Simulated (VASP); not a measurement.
# Te2Mo (P6_3/mmc) in VASP: single point with PBE+D3(BJ)

Aim: the single point of Te2Mo with PBE+D3(BJ).

Program: VASP 6.6.1. These are calculated values, not measurements. Logs are shortened: lines on timing, memory, paths and dates and some standing lists are left out, and cuts for length are marked.

## (1) The cell of the first run

The structure is hexagonal, space group P6_3/mmc (No. 194). Conventional cell: a = 3.520 Å, b = 3.520 Å, c = 13.970 Å, α = 90.00°, β = 90.00°, γ = 120.00°. Within 3.6 Å of Mo (site symmetry -6m2) lie 6 Te at 2.72 Å and 6 Mo at 3.52 Å. Within 3.7 Å of Te (site symmetry 3m) lie 3 Mo at 2.72 Å and 7 Te at 3.52 to 3.63 Å.

## (2) Single point, PBE+D3(BJ)

Input file INCAR:

```
SYSTEM = Te2Mo
PREC     = Accurate       ! precision mode
ENCUT    = 500            ! plane-wave cutoff, eV
EDIFF    = 1E-6           ! SCF threshold, eV
ISMEAR   = 0              ! smearing method
SIGMA    = 0.02           ! smearing width, eV
LREAL    = .FALSE.        ! projectors in reciprocal space
LASPH    = .TRUE.         ! aspherical terms in the spheres
NELM     = 120            ! most SCF steps
ALGO     = Normal         ! electronic algorithm
ISIF     = 2              ! what is computed and relaxed
LWAVE    = .FALSE.        ! write WAVECAR
LCHARG   = .FALSE.        ! write CHGCAR
GGA      = PE             ! functional
IVDW     = 12             ! dispersion correction
NBANDS   = 35             ! bands
GGA_COMPAT= .FALSE.
```

Input file KPOINTS:

```
Automatic mesh
0
G
  12 12 4
  0 0 0
```

Input file POSCAR:

```
Te2Mo
1.0
    3.5200000000      0.0000000000      0.0000000000
   -1.7600000000      3.0484094213      0.0000000000
    0.0000000000      0.0000000000     13.9700000000
Mo Te
2 4
Direct
    0.3333333333      0.6666666667      0.2500000000
    0.6666666667      0.3333333333      0.7500000000
    0.6666666667      0.3333333333      0.3798236293
    0.6666666667      0.3333333333      0.1201763707
    0.3333333333      0.6666666667      0.8798236293
    0.3333333333      0.6666666667      0.6201763707
```

Potentials or basis: VASP PAW PBE potentials, release 64 (Mo_sv, Te).

On the command line:

```sh
$ cat potpaw_PBE.64/Mo_sv/POTCAR potpaw_PBE.64/Te/POTCAR > POTCAR
$ mpirun -np 1 vasp_std > vasp.out
```

OUTCAR:

```text
SYSTEM = Te2Mo
   PREC = Accurate
   ENCUT = 500
   EDIFF = 1E-6
   ISMEAR = 0
   LREAL = .FALSE.
   LASPH = .TRUE.
   NELM = 120
   ISIF = 2
   GGA = PE
   IVDW = 12
 IVDW          = 12

 ion  position               nearest neighbor table
   1  0.333  0.667  0.250-   3 2.72   4 2.72   3 2.72   4 2.72   3 2.72   4 2.72
   2  0.667  0.333  0.750-   5 2.72   6 2.72   5 2.72   6 2.72   5 2.72   6 2.72
   3  0.667  0.333  0.380-   1 2.72   1 2.72   1 2.72   4 3.63
   4  0.667  0.333  0.120-   1 2.72   1 2.72   1 2.72   3 3.63
   5  0.333  0.667  0.880-   2 2.72   2 2.72   2 2.72   6 3.63
   6  0.333  0.667  0.620-   2 2.72   2 2.72   2 2.72   5 3.63

  LATTYP: Found a hexagonal cell.
 ALAT       =     3.5200000000
 C/A-ratio  =     3.9687500000

  Lattice vectors:

 A1 = (   3.5200000000,   0.0000000000,   0.0000000000)
 A2 = (  -1.7600000000,   3.0484094213,   0.0000000000)
 A3 = (   0.0000000000,   0.0000000000,  13.9700000000)

Analysis of symmetry for initial positions (statically):
=====================================================================
 Subroutine PRICEL returns:
 Original cell was already a primitive cell.

 Routine SETGRP: Setting up the symmetry group for a
 hexagonal supercell.

 Subroutine GETGRP returns: Found 24 space group operations
 (whereof 12 operations were pure point group operations)
 out of a pool of 24 trial point group operations.

The static configuration has the point symmetry D_3d.
 The point group associated with its full space group is D_6h.

Analysis of symmetry for dynamics (positions and initial velocities):
=====================================================================
 Subroutine PRICEL returns:
 Original cell was already a primitive cell.

 Routine SETGRP: Setting up the symmetry group for a
 hexagonal supercell.

 Subroutine GETGRP returns: Found 24 space group operations
 (whereof 12 operations were pure point group operations)
 out of a pool of 24 trial point group operations.

The dynamic configuration has the point symmetry D_3d.
 The point group associated with its full space group is D_6h.

 Subroutine INISYM returns: Found 24 space group operations
 (whereof 12 operations are pure point group operations),
 and found     1 'primitive' translations

[... 102 lines left out ...]
   EDIFF  = 0.1E-05   stopping-criterion for ELM
   LREAL  =      F    real-space projection
   EDIFFG = 0.1E-04   stopping-criterion for IOM
   NSW    =      0    number of steps for IOM
   IBRION =     -1    ionic relax: 0-MD 1-quasi-New 2-CG
   NFREE  =      0    steps in history (QN), initial steepest desc. (CG)
   ISIF   =      2    stress and relaxation
   ISYM   =      2    0-nonsym 1-usesym 2-fastsym
   POTIM  = 0.5000    time-step for ionic-motion
   TEBEG  =    0.0;   TEEND  =   0.0 temperature during run
   PSTRESS=    0.0 pullay stress
   NELECT =      52.0000    total number of electrons
   NUPDOWN=      -1.0000    fix difference up-down
   EMIN   =  10.00;   EMAX   =-10.00  energy-range for DOS
   EFERMI =   0.00;   METHOD = LEGACY
   ISMEAR =     0;   SIGMA  =   0.02  broadening in eV -4-tet -1-fermi 0-gaus
   EFERMI_NEDOS =   21; number of points for ismear=-14 and -15
   IALGO  =     38    algorithm
   IMIX   =      4    mixing-type and parameters
     AMIX     =   0.40;   BMIX     =  1.00
     AMIX_MAG =   1.60;   BMIX_MAG =  1.00
  volume/ion in A,a.u.               =      24.98       168.60
  Fermi-wavevector in a.u.,A,eV,Ry     =   1.150284  2.173722 18.002600  1.323154
  Thomas-Fermi vector in A             =   2.286949
   LORBIT       =      0    0 simple, 1 ext, 2 COOP (PROOUT), +10 PAW based schemes
   GGA     = PE    functional components
   LHFCALC =     F    Hartree Fock is set to
   AEXX    =    0.0000 exact exchange contribution
   IVDW    =    12    specifies the selected vdW correction
   LEPSILON=     F    determine dielectric tensor
   LRPA    =     F    only Hartree local field effects (RPA)
 non-spin polarized calculation
 Gauss-broadening in eV      SIGMA  =   0.02
  energy-cutoff  :      500.00
  volume of cell :      149.90
 maximum number of plane-waves:      3843
 NGX is ok and might be reduce to    28
   NGX = 13   NGY = 13   NGZ = 51

 number of electron      51.9999997 magnetization

 Free energy of the ion-electron system (eV)
  ---------------------------------------------------
  ext. energy  EPLUGINS =         0.00000000
  ---------------------------------------------------
  free energy    TOTEN  =       -35.99382498 eV

  energy without entropy =      -35.99382498  energy(sigma->0) =      -35.99382498

 E-fermi :   8.4129     XC(G=0): -10.4496

 val. band max:        8.1381112852   @ k =   0.0000   0.0000   0.0000
 cond. band min:       8.8835405041   @ k =   0.2500   0.1667   0.0000
 fundamental gap:      0.7454292189
 Fermi energy:         8.4128660721

 k-point     1 :       0.0000    0.0000    0.0000
  band No.  band energies     occupation
      1     -52.6786      2.00000
      2     -52.6786      2.00000
      3     -26.8429      2.00000
      4     -26.8429      2.00000
      5     -26.7174      2.00000
      6     -26.7174      2.00000
[... 901 lines left out ...]
     34      11.7983      0.00000
     35      13.1522      0.00000

 [... further k-points ...]

------------------------ aborting loop because EDIFF is reached ----------------------------------------

 Edisp (eV)   -3.21669

 E8    (eV) :    -1.4831

  FORCE on cell =-STRESS in cart. coord.  units (eV):
  Direction    XX          YY          ZZ          XY          YZ          ZX
  --------------------------------------------------------------------------------------
  -------------------------------------------------------------------------------------
  Total      -1.20766    -1.20766    -1.09833     0.00000     0.00000     0.00000
  in kB     -12.90753   -12.90753   -11.73901     0.00000     0.00000     0.00000
  external pressure =      -12.52 kB  Pullay stress =        0.00 kB

 VOLUME and BASIS-vectors are now :
 -----------------------------------------------------------------------------
  energy-cutoff  :      500.00
  volume of cell :      149.90
      direct lattice vectors                 reciprocal lattice vectors
     3.520000000  0.000000000  0.000000000     0.284090909  0.164019963  0.000000000
    -1.760000000  3.048409421  0.000000000     0.000000000  0.328039926  0.000000000
     0.000000000  0.000000000 13.970000000     0.000000000  0.000000000  0.071581961

 POSITION                                       TOTAL-FORCE (eV/Angst)
 -----------------------------------------------------------------------------------
     -0.00000      2.03227      3.49250         0.000000     -0.000000      0.000000
      1.76000      1.01614     10.47750        -0.000000      0.000000      0.000000
      1.76000      1.01614      5.30614        -0.000000      0.000000      0.013123
      1.76000      1.01614      1.67886         0.000000      0.000000     -0.013123
     -0.00000      2.03227     12.29114        -0.000000      0.000000      0.013123
     -0.00000      2.03227      8.66386        -0.000000      0.000000     -0.013123
 -----------------------------------------------------------------------------------
    total drift:                               -0.000000      0.000000     -0.000000

  FREE ENERGIE OF THE ION-ELECTRON SYSTEM (eV)
  ---------------------------------------------------
  free  energy   TOTEN  =       -39.2105132427 eV

  energy  without entropy=      -39.2105132427  energy(sigma->0) =      -39.21051324
```

OSZICAR:

```text
N       E                     dE             d eps       ncg     rms          rms(c)
DAV:   1     0.387495001819E+03    0.38750E+03   -0.26453E+04  4582   0.129E+03
DAV:   2    -0.160474394545E+02   -0.40354E+03   -0.39058E+03  5004   0.315E+02
DAV:   3    -0.367824471470E+02   -0.20735E+02   -0.20335E+02  4893   0.620E+01
DAV:   4    -0.372592614471E+02   -0.47681E+00   -0.47464E+00  4735   0.928E+00
DAV:   5    -0.372704926616E+02   -0.11231E-01   -0.11229E-01  4926   0.149E+00    0.214E+01
DAV:   6    -0.365036251110E+02    0.76687E+00   -0.58835E+00  4371   0.133E+01    0.878E+00
DAV:   7    -0.364431002194E+02    0.60525E-01   -0.50170E+00  4184   0.108E+01    0.616E+00
DAV:   8    -0.359957314043E+02    0.44737E+00   -0.10015E+00  4218   0.547E+00    0.267E+00
DAV:   9    -0.360014861383E+02   -0.57547E-02   -0.21040E-01  4675   0.207E+00    0.111E+00
DAV:  10    -0.359935815001E+02    0.79046E-02   -0.32497E-02  4295   0.106E+00    0.365E-01
DAV:  11    -0.359939945470E+02   -0.41305E-03   -0.23960E-03  4829   0.235E-01    0.195E-01
DAV:  12    -0.359938771946E+02    0.11735E-03   -0.25622E-04  4668   0.824E-02    0.156E-01
DAV:  13    -0.359938318260E+02    0.45369E-04   -0.10520E-04  4315   0.537E-02    0.648E-02
DAV:  14    -0.359938279891E+02    0.38369E-05   -0.15484E-05  4745   0.181E-02    0.389E-02
DAV:  15    -0.359938263908E+02    0.15983E-05   -0.98638E-07  2467   0.529E-03    0.215E-02
DAV:  16    -0.359938250270E+02    0.13638E-05   -0.32837E-06  3347   0.942E-03    0.465E-03
DAV:  17    -0.359938249754E+02    0.51569E-07   -0.16691E-07  2193   0.220E-03
   1 F= -.39210513E+02 E0= -.39210513E+02  d E =-.213598E-86
```

stdout:

```text
POSCAR found type information on POSCAR MoTe
 POSCAR found :  2 types and       6 ions
 scaLAPACK will be used
 LDA part: xc-table for (Slater+PW92), standard interpolation
 POSCAR, INCAR and KPOINTS ok, starting setup
 FFT: planning ... GRIDC
 FFT: planning ... GRID_SOFT
 FFT: planning ... GRID
 WAVECAR not read
 entering main loop
```

Wall time 8.3 min (1 thread of Oxide Virtual Turin-like, shared host); peak memory 0.4 GiB.

What came out:

| Property | Result |
| --- | --- |
| Free energy | -39.2105 eV |
| Pressure | -1.3 GPa |
| Largest force | 0.013 eV/Å |
| Band gap on the k mesh | 0.75 eV (least direct gap 1.05 eV) |
| Dispersion energy per atom | -0.536 eV |

Forces on the atoms (eV/Å):
```
Mo   0.000  0.000  0.000
Mo   0.000  0.000  0.000
Te   0.000  0.000  0.013
Te   0.000  0.000 -0.013
Te   0.000  0.000  0.013
Te   0.000  0.000 -0.013
```

Stress tensor (GPa, compression positive):
```
-1.29  0.00  0.00
 0.00 -1.29  0.00
 0.00  0.00 -1.17
```

Levels at points of the mesh, in eV from the valence-band top:
| k point | band 23 | band 24 | band 25 | band 26 | band 27 | band 28 | band 29 | band 30 |
| --- | --- | --- | --- | --- | --- | --- | --- | --- |
| (0.00, 0.00, 0.00) | -0.98 | -0.98 | -0.30 | 0.00 | 2.89 | 2.89 | 3.03 | 3.03 |
| (0.50, 0.00, 0.00) | -1.00 | -0.95 | -0.59 | -0.28 | 1.28 | 1.34 | 1.45 | 1.80 |
| (0.00, 0.00, 0.50) | -1.00 | -1.00 | -0.08 | -0.08 | 2.93 | 2.93 | 2.93 | 2.93 |
| (0.50, 0.00, 0.50) | -0.96 | -0.96 | -0.44 | -0.44 | 1.30 | 1.30 | 1.64 | 1.64 |

Caveat: spin-orbit coupling is left out, which moves the levels of the heavy elements. A k mesh can miss the band edges.
